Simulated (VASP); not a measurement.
# H2CI2 (Fmm2) in VASP: a series of runs

Runs on H2CI2. Level: PBEsol. Tasks: single point.

Everything below comes from runs of VASP 6.6.1. Logs are shortened: lines on timing, memory, paths and dates and some standing lists are left out, and cuts for length are marked.

## 1. The cell of the first run

Symmetry: Fmm2, No. 42, orthorhombic system. Conventional cell: a = 7.037 Å, b = 12.526 Å, c = 4.591 Å, α = 90.00°, β = 90.00°, γ = 90.00°. Within 1.5 Å of H (site symmetry m) lie 1 C at 1.10 Å. Within 1.5 Å of C (site symmetry mm2) lie 2 H at 1.10 Å. I (site symmetry m) has 1 C at 2.14 Å and 2 H at 2.69 Å within 2.8 Å.

## 2. Single point, PBEsol (20.24 Å³/atom)

INCAR

```
SYSTEM = H2CI2
ALGO = Normal
EDIFF = 1E-6
ENCUT = 600
GGA = PS
GGA_COMPAT = .FALSE.
ISIF = 2
ISMEAR = 0
LASPH = .TRUE.
LCHARG = .TRUE.
LELF = .TRUE.
LREAL = .FALSE.
LVHAR = .TRUE.
LWAVE = .FALSE.
NBANDS = 18
NELM = 120
PREC = Accurate
SIGMA = 0.02
```

KPOINTS

```
k-points
0
G
  6 6 6
  0 0 0
```

POSCAR

```
H2CI2
1.0
    0.0000000000      6.2630736262      2.2956593137
    3.5185117349      0.0000000000      2.2956593137
    3.5185117349      6.2630736262      0.0000000000
H C I
2 1 2
Direct
    0.7294026550      0.9887790113      0.2705973450
    0.9887790113      0.7294026550      0.0112209887
    0.9922712061      0.9922712061      0.0077287939
    0.3943447718      0.1112223557      0.8887776443
    0.1112223557      0.3943447718      0.6056552282
```

Potentials or basis: VASP PAW PBE potentials, release 64 (H, C, I).

Run with:

```bash
> cat potpaw_PBE.64/H/POTCAR potpaw_PBE.64/C/POTCAR potpaw_PBE.64/I/POTCAR > POTCAR
> mpirun -np 1 vasp_std > vasp.out
```

OUTCAR:

```text
SYSTEM = H2CI2
   EDIFF = 1E-6
   ENCUT = 600
   GGA = PS
   ISIF = 2
   ISMEAR = 0
   LASPH = .TRUE.
   LREAL = .FALSE.
   NELM = 120
   PREC = Accurate

 ion  position               nearest neighbor table
   1  0.729  0.989  0.271-   3 1.10
   2  0.989  0.729  0.011-   3 1.10
   3  0.992  0.992  0.008-   1 1.10   2 1.10   4 2.14   5 2.14
   4  0.394  0.111  0.889-   3 2.14   5 3.55   5 3.56   5 3.56
   5  0.111  0.394  0.606-   3 2.14   4 3.55   4 3.56   4 3.56

  LATTYP: Found a face centered orthorhombic cell.
 ALAT       =     4.5913186274
 B/A-ratio  =     1.5326802692
 C/A-ratio  =     2.7282243445

  Lattice vectors:

 A1 = (   3.5185117349,   6.2630736262,   0.0000000000)
 A2 = (   0.0000000000,   6.2630736262,   2.2956593137)
 A3 = (   3.5185117349,   0.0000000000,   2.2956593137)

Analysis of symmetry for initial positions (statically):
=====================================================================
 Subroutine PRICEL returns:
 Original cell was already a primitive cell.

 Routine SETGRP: Setting up the symmetry group for a
 face centered orthorhombic supercell.

 Subroutine GETGRP returns: Found  4 space group operations
 (whereof  4 operations were pure point group operations)
 out of a pool of  8 trial point group operations.

The static configuration has the point symmetry C_2v.

Analysis of symmetry for dynamics (positions and initial velocities):
=====================================================================
 Subroutine PRICEL returns:
 Original cell was already a primitive cell.

 Routine SETGRP: Setting up the symmetry group for a
 face centered orthorhombic supercell.

 Subroutine GETGRP returns: Found  4 space group operations
 (whereof  4 operations were pure point group operations)
 out of a pool of  8 trial point group operations.

The dynamic configuration has the point symmetry C_2v.

 Subroutine INISYM returns: Found  4 space group operations
 (whereof  4 operations are pure point group operations),
 and found     1 'primitive' translations

----------------------------------------------------------------------------------------

                                     Primitive cell

  volume of cell :     101.1775

  direct lattice vectors                    reciprocal lattice vectors
     0.000000000  6.263073626  2.295659314    -0.142105537  0.079833007  0.217802353
     3.518511735  0.000000000  2.295659314     0.142105537 -0.079833007  0.217802353
     3.518511735  6.263073626  0.000000000     0.142105537  0.079833007 -0.217802353

  length of vectors
     6.670542926  4.201187512  7.183732740     0.272038890  0.272038890  0.272038890

  position of ions in fractional coordinates (direct lattice)
     0.729402655  0.988779011  0.270597345
     0.988779011  0.729402655  0.011220989
     0.992271206  0.992271206  0.007728794
     0.394344772  0.111222356  0.888777644
     0.111222356  0.394344772  0.605655228

  ion indices of the primitive-cell ions
   primitive index   ion index
                 1           1
                 2           2
                 3           3
                 4           4
                 5           5

----------------------------------------------------------------------------------------

 KPOINTS: k-points

Automatic generation of k-mesh.
 Grid dimensions read from file:
 generate k-points for:    6    6    6

 Generating k-lattice:

  Cartesian coordinates                     Fractional coordinates (reciprocal lattice)
    -0.023684256  0.013305501  0.036300392     0.166666667 -0.000000000  0.000000000
     0.023684256 -0.013305501  0.036300392    -0.000000000  0.166666667  0.000000000
     0.023684256  0.013305501 -0.036300392     0.000000000  0.000000000  0.166666667

  Length of vectors
     0.045339815  0.045339815  0.045339815

  Shift w.r.t. Gamma in fractional coordinates (k-lattice)
     0.000000000  0.000000000  0.000000000

 Subroutine IBZKPT returns following result:
 ===========================================

 Found     46 irreducible k-points:

 Following reciprocal coordinates:
            Coordinates               Weight
  0.000000  0.000000  0.000000      1.000000
  0.166667  0.000000  0.000000      8.000000
  0.333333 -0.000000 -0.000000      8.000000
  0.500000  0.000000  0.000000      4.000000
  0.166667  0.166667  0.000000      2.000000
  0.333333  0.166667 -0.000000      8.000000
[... 16 lines left out ...]
 -0.166667  0.166667  0.166667      8.000000
  0.500000  0.333333  0.166667      4.000000
 [... further k-points ...]
   k-points           NKPTS =     46   k-points in BZ     NKDIM =     46   number of bands    NBANDS=     18
   number of dos      NEDOS =    301   number of ions     NIONS =      5
   total plane-waves  NPLWV = 116640
   dimension x,y,z NGX =    54 NGY =   36 NGZ =   60
   dimension x,y,z NGXF=   108 NGYF=   72 NGZF=  120
   ions per type =               2   1   2
   NGX,Y,Z   is equivalent  to a cutoff of  13.46, 14.25, 13.89 a.u.
   NGXF,Y,Z  is equivalent  to a cutoff of  26.92, 28.49, 27.77 a.u.
 SYSTEM =  H2CI2
   PREC   = accura    normal or accurate (medium, high low for compatibility)
   ISTART =      0    job   : 0-new  1-cont  2-samecut
   ICHARG =      2    charge: 1-file 2-atom 10-const
   ISPIN  =      1    spin polarized calculation?
   LNONCOLLINEAR =      F non collinear calculations
   LSORBIT =      F    spin-orbit coupling
   LASPH  =      T    aspherical Exc in radial PAW
   ENCUT  =  600.0 eV  44.10 Ry    6.64 a.u.  13.32  8.39 14.35*2*pi/ulx,y,z
   NELM   =    120;   NELMIN=  2; NELMDL= -5     # of ELM steps
   EDIFF  = 0.1E-05   stopping-criterion for ELM
   LREAL  =      F    real-space projection
   EDIFFG = 0.1E-04   stopping-criterion for IOM
   NSW    =      0    number of steps for IOM
   IBRION =     -1    ionic relax: 0-MD 1-quasi-New 2-CG
   NFREE  =      0    steps in history (QN), initial steepest desc. (CG)
   ISIF   =      2    stress and relaxation
   ISYM   =      2    0-nonsym 1-usesym 2-fastsym
   POTIM  = 0.5000    time-step for ionic-motion
   TEBEG  =    0.0;   TEEND  =   0.0 temperature during run
   PSTRESS=    0.0 pullay stress
   NELECT =      20.0000    total number of electrons
   NUPDOWN=      -1.0000    fix difference up-down
   EMIN   =  10.00;   EMAX   =-10.00  energy-range for DOS
   EFERMI =   0.00;   METHOD = LEGACY
   ISMEAR =     0;   SIGMA  =   0.02  broadening in eV -4-tet -1-fermi 0-gaus
   EFERMI_NEDOS =   21; number of points for ismear=-14 and -15
   IALGO  =     38    algorithm
   IMIX   =      4    mixing-type and parameters
     AMIX     =   0.40;   BMIX     =  1.00
     AMIX_MAG =   1.60;   BMIX_MAG =  1.00
  volume/ion in A,a.u.               =      20.24       136.56
  Fermi-wavevector in a.u.,A,eV,Ry     =   0.953653  1.802142 12.373862  0.909453
  Thomas-Fermi vector in A             =   2.082327
   LORBIT       =      0    0 simple, 1 ext, 2 COOP (PROOUT), +10 PAW based schemes
   GGA     = PS    functional components
   LHFCALC =     F    Hartree Fock is set to
   AEXX    =    0.0000 exact exchange contribution
   IVDW    =     0    specifies the selected vdW correction
   LEPSILON=     F    determine dielectric tensor
   LRPA    =     F    only Hartree local field effects (RPA)
 non-spin polarized calculation
 Gauss-broadening in eV      SIGMA  =   0.02
  energy-cutoff  :      600.00
  volume of cell :      101.18
 maximum number of plane-waves:      3394
 NGX is ok and might be reduce to    54
   NGX = 27   NGY = 17   NGZ = 29

 number of electron      20.0000000 magnetization

 Free energy of the ion-electron system (eV)
  ---------------------------------------------------
  ext. energy  EPLUGINS =         0.00000000
  ---------------------------------------------------
  free energy    TOTEN  =       -19.26734421 eV

  energy without entropy =      -19.26734421  energy(sigma->0) =      -19.26734421

 E-fermi :   2.3767     XC(G=0):  -8.5493

 val. band max:        2.2629319660   @ k =   0.0000   0.0000   0.0000
 cond. band min:       4.8272977943   @ k =   0.5000   0.0000   0.5000
 fundamental gap:      2.5643658283
 Fermi energy:         2.3766753882

 k-point     1 :       0.0000    0.0000    0.0000
  band No.  band energies     occupation
      1     -11.9616      2.00000
      2      -9.5214      2.00000
      3      -7.8022      2.00000
      4      -2.8171      2.00000
      5      -2.3859      2.00000
      6      -1.0022      2.00000
[... 10 lines left out ...]
     17      10.8054      0.00000
     18      11.0875      0.00000

 k-point     2 :       0.1667    0.0000    0.0000
  band No.  band energies     occupation
      1     -11.8632      2.00000
      2      -9.5452      2.00000
      3      -7.7700      2.00000
      4      -2.9758      2.00000
      5      -2.4770      2.00000
      6      -1.2416      2.00000
[... 10 lines left out ...]
     17      10.9908      0.00000
     18      11.4976      0.00000

 k-point     3 :       0.3333   -0.0000   -0.0000
  band No.  band energies     occupation
      1     -11.6452      2.00000
      2      -9.5839      2.00000
      3      -7.7768      2.00000
      4      -3.2780      2.00000
      5      -2.4503      2.00000
      6      -1.6009      2.00000
[... 10 lines left out ...]
     17      11.4218      0.00000
     18      12.1725      0.00000

 k-point     4 :       0.5000    0.0000    0.0000
  band No.  band energies     occupation
      1     -11.5225      2.00000
      2      -9.6009      2.00000
      3      -7.8199      2.00000
      4      -3.3938      2.00000
      5      -2.4077      2.00000
      6      -1.6337      2.00000
[... 10 lines left out ...]
     17      11.8058      0.00000
     18      13.0725      0.00000

 k-point     5 :       0.1667    0.1667    0.0000
  band No.  band energies     occupation
      1     -11.7266      2.00000
      2      -9.5101      2.00000
      3      -7.8514      2.00000
      4      -3.0817      2.00000
      5      -2.6350      2.00000
      6      -1.6087      2.00000
[... 10 lines left out ...]
     17      11.3302      0.00000
     18      11.9780      0.00000

 k-point     6 :       0.3333    0.1667   -0.0000
  band No.  band energies     occupation
      1     -11.5370      2.00000
      2      -9.5634      2.00000
      3      -7.8285      2.00000
      4      -3.3855      2.00000
      5      -2.4437      2.00000
      6      -1.7847      2.00000
[... 10 lines left out ...]
     17      11.5539      0.00000
     18      12.2157      0.00000

 k-point     7 :       0.5000    0.1667   -0.0000
  band No.  band energies     occupation
      1     -11.4962      2.00000
      2      -9.6474      2.00000
      3      -7.6936      2.00000
      4      -3.5357      2.00000
      5      -2.2738      2.00000
      6      -1.5897      2.00000
[... 10 lines left out ...]
     17      10.8947      0.00000
     18      12.3376      0.00000

 k-point     8 :      -0.3333    0.1667    0.0000
  band No.  band energies     occupation
      1     -11.6532      2.00000
      2      -9.6828      2.00000
      3      -7.5477      2.00000
      4      -3.4238      2.00000
      5      -2.3023      2.00000
      6      -1.3495      2.00000
[... 10 lines left out ...]
     17      10.9614      0.00000
     18      11.5889      0.00000
[... 229 lines left out ...]
     17      10.5886      0.00000
     18      11.1093      0.00000

 k-point    20 :       0.3333    0.1667    0.1667
  band No.  band energies     occupation
      1     -11.7003      2.00000
      2      -9.6157      2.00000
      3      -7.7659      2.00000
      4      -3.0834      2.00000
      5      -2.5531      2.00000
      6      -1.5250      2.00000
[... 10 lines left out ...]
     17      11.1120      0.00000
     18      11.4039      0.00000

 k-point    21 :       0.5000    0.1667    0.1667
  band No.  band energies     occupation
      1     -11.5255      2.00000
      2      -9.6021      2.00000
      3      -7.8020      2.00000
      4      -3.3908      2.00000
      5      -2.4691      2.00000
      6      -1.6132      2.00000
[... 10 lines left out ...]
     17      11.4396      0.00000
     18      12.3759      0.00000

 k-point    22 :      -0.3333    0.1667    0.1667
  band No.  band energies     occupation
      1     -11.5340      2.00000
      2      -9.5211      2.00000
      3      -7.7787      2.00000
      4      -3.5598      2.00000
      5      -2.4556      2.00000
      6      -1.6745      2.00000
[... 10 lines left out ...]
     17      11.0901      0.00000
     18      12.4314      0.00000

 k-point    23 :      -0.1667    0.1667    0.1667
  band No.  band energies     occupation
      1     -11.7131      2.00000
      2      -9.4517      2.00000
      3      -7.7444      2.00000
      4      -3.4448      2.00000
      5      -2.5025      2.00000
      6      -1.3823      2.00000
[... 10 lines left out ...]
     17      10.4099      0.00000
     18      12.4644      0.00000

 k-point    24 :       0.5000    0.3333    0.1667
  band No.  band energies     occupation
      1     -11.4477      2.00000
      2      -9.5919      2.00000
      3      -7.6997      2.00000
      4      -3.7014      2.00000
      5      -2.3038      2.00000
      6      -1.5897      2.00000
[... 10 lines left out ...]
     17      11.8681      0.00000
     18      11.9849      0.00000

 [... further k-points ...]

------------------------ aborting loop because EDIFF is reached ----------------------------------------

  FORCE on cell =-STRESS in cart. coord.  units (eV):
  Direction    XX          YY          ZZ          XY          YZ          ZX
  --------------------------------------------------------------------------------------
  -------------------------------------------------------------------------------------
  Total        0.3357964      0.3700531      0.3565434      0.0000000      0.0000000      0.0000000
  in kB        5.3174401      5.8599059      5.6459759      0.0000000      0.0000000      0.0000000
  external PRESSURE =       5.6077739 kB  Pullay stress =       0.0000000 kB

 VOLUME and BASIS-vectors are now :
 -----------------------------------------------------------------------------
  energy-cutoff  :      600.00
  volume of cell :      101.18
      direct lattice vectors                 reciprocal lattice vectors
     0.000000000  6.263073626  2.295659314    -0.142105537  0.079833007  0.217802353
     3.518511735  0.000000000  2.295659314     0.142105537 -0.079833007  0.217802353
     3.518511735  6.263073626  0.000000000     0.142105537  0.079833007 -0.217802353

 POSITION                                       TOTAL-FORCE (eV/Angst)
 -----------------------------------------------------------------------------------
      4.43113      6.26307      3.94436         0.013644     -0.000000     -0.015434
      2.60589      6.26307      3.94436        -0.013644     -0.000000     -0.015434
      3.51851      6.26307      4.55583        -0.000000     -0.000000      0.021763
      3.51851      8.03629      1.16061        -0.000000      0.002630      0.004553
      3.51851      4.48986      1.16061        -0.000000     -0.002630      0.004553
 -----------------------------------------------------------------------------------
    total drift:                                0.000001     -0.000002      0.000365

  FREE ENERGIE OF THE ION-ELECTRON SYSTEM (eV)
  ---------------------------------------------------
  free  energy   TOTEN  =       -19.2673442138 eV

  energy  without entropy=      -19.2673442138  energy(sigma->0) =      -19.26734421
```

It took 4.6 min on 1 thread of Intel Xeon 8259CL, shared host; peak memory 0.39 GiB.

What came out:

```yaml
Free_energy: -19.2673 eV
Pressure: 0.6 GPa
Largest_force: 0.022 eV/Å
Band_gap_on_the_k_mesh: 2.56 eV (least direct gap 2.67 eV)
```

Forces on the atoms (eV/Å):
```
H    0.014  0.000 -0.015
H   -0.014  0.000 -0.015
C    0.000  0.000  0.022
I    0.000  0.003  0.005
I    0.000 -0.003  0.005
```

Caveat: this functional lacks dispersion, which holds the molecules together, so the pressure and a relaxed volume are unreliable; the PAW data sets were made with another functional, which shifts forces and pressure a little; spin-orbit coupling is left out, which moves the levels of the heavy elements.

[end of part 1 of 2]
